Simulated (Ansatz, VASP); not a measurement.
# HfZr2Se6 in VASP and in Ansatz

```xyz
9
Lattice="3.2818 1.8947 6.9415 -3.2818 1.8947 6.9415 0.0000 -3.7895 6.9415" Properties=species:S:1:pos:R:3 pbc="T T T"
Zr    0.0000    0.0000   13.8829
Zr    0.0000    0.0000    6.9415
Hf    0.0000    0.0000    0.0000
Se   -1.0868   -1.9072    8.5226
Se    2.1951    0.0125    8.5226
Se   -1.1083    1.8948    8.5226
Se    1.1083   -1.8948   12.3018
Se   -2.1951   -0.0125   12.3018
Se    1.0868    1.9072   12.3018
```

Alike in both runs: functional PBE; k mesh 6 × 6 × 6; occupations gaussian, width 0.02 eV; no spin polarisation.

Ansatz relaxed the structure, and its values are those at the end. VASP's run is a single point on that final structure, the one shown.

|  | VASP | Ansatz |
| --- | --- | --- |
| version | VASP 6.6.1 | Ansatz 0.2.0 |
| potentials or method | VASP PAW PBE potentials, release 64 (Zr_sv, Hf_pv, Se), cutoff 520 eV | scalar-relativistic, plane waves, PAW |
| valence electrons in the cell | 70 | 146 |

|  | VASP | Ansatz | Ansatz less VASP |
| --- | --- | --- | --- |
| gap on the k mesh at the Fermi level (eV) | 0.45 | 0.45 | -0.002 |
| least direct gap on the mesh (eV) | 1.21 | 1.21 | 0.000 |
| pressure (GPa) | 0.0 | 0.0 | +0.04 |
| rms of the force components (eV/Å) | 0.014 | 0.001 | -0.0133 |

The functional is the same, so the differences come from potentials, cutoffs and numerics. VASP's potentials hold 70 valence electrons a cell and Ansatz's 146, so a difference there can come from the potentials and not from the codes.

Neither program's run includes spin-orbit coupling.
